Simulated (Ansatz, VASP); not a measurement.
# Mo: VASP beside Ansatz

```
Mo
1.0
     2.69448    0.00000    0.00000
    -1.34724    2.33349    0.00000
     0.00000    0.00000    2.59351
Mo
1
Direct
  0.00000 0.00000 0.50000
```

Change from the starting cell: strain -0.015 along x and y, +0.015 along z, atoms carried along.

Alike in both runs: task single point; functional r2SCAN; k mesh 18 × 18 × 18; occupations gaussian, width 0.15 eV; no spin polarisation.

|  | VASP | Ansatz |
| --- | --- | --- |
| version | VASP 6.6.1 | Ansatz 0.2.0 |
| potentials or method | VASP PAW PBE potentials, release 64 (Mo_sv), cutoff 520 eV | scalar-relativistic, plane waves, PAW |
| valence electrons in the cell | 14 | 14 |

Ansatz gave:

```
gap on the k mesh at the Fermi level (eV)                     : none
pressure (GPa)                                                : 4.5
traceless stress, the component that is largest in VASP (GPa) : -11.59
```

Estimate VASP's values.

gap on the k mesh at the Fermi level (eV): none; pressure (GPa): 5.6; traceless stress, the component that is largest in VASP (GPa): -11.60.

VASP's potentials were made for PBE, not for r2SCAN. A gap of «none» marks a metal or a gap that the smearing closes.
